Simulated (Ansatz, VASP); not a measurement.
## BeS: VASP beside Ansatz

```xyz
2
Lattice="0.0000 2.4342 2.4342 2.4342 0.0000 2.4342 2.4342 2.4342 0.0000" Properties=species:S:1:pos:R:3 pbc="T T T"
Be    0.0000    0.0000    0.0000
S     1.2171    1.2171    1.2171
```

Alike in both runs: functional r2SCAN; k mesh 8 × 8 × 8; occupations gaussian, width 0.02 eV; no spin polarisation.

Ansatz relaxed the structure, and its values are those at the end. VASP's run is a single point on that final structure, the one shown.

|  | VASP | Ansatz |
| --- | --- | --- |
| version | VASP 6.6.1 | Ansatz 0.2.0 |
| potentials or method | VASP PAW PBE potentials, release 64 (Be, S), cutoff 520 eV | scalar-relativistic, plane waves, PAW |
| valence electrons in the cell | 8 | 8 |

VASP gave:

| Property | Result |
| --- | --- |
| gap on the k mesh at the Fermi level (eV) | 3.60 |
| least direct gap on the mesh (eV) | 6.26 |
| pressure (GPa) | 0.3 |

**Question.** What did Ansatz give for the same quantities?

**Answer.** gap on the k mesh at the Fermi level (eV): 3.59; least direct gap on the mesh (eV): 6.23; pressure (GPa): 0.0.

VASP's potentials were made for PBE, not for r2SCAN.
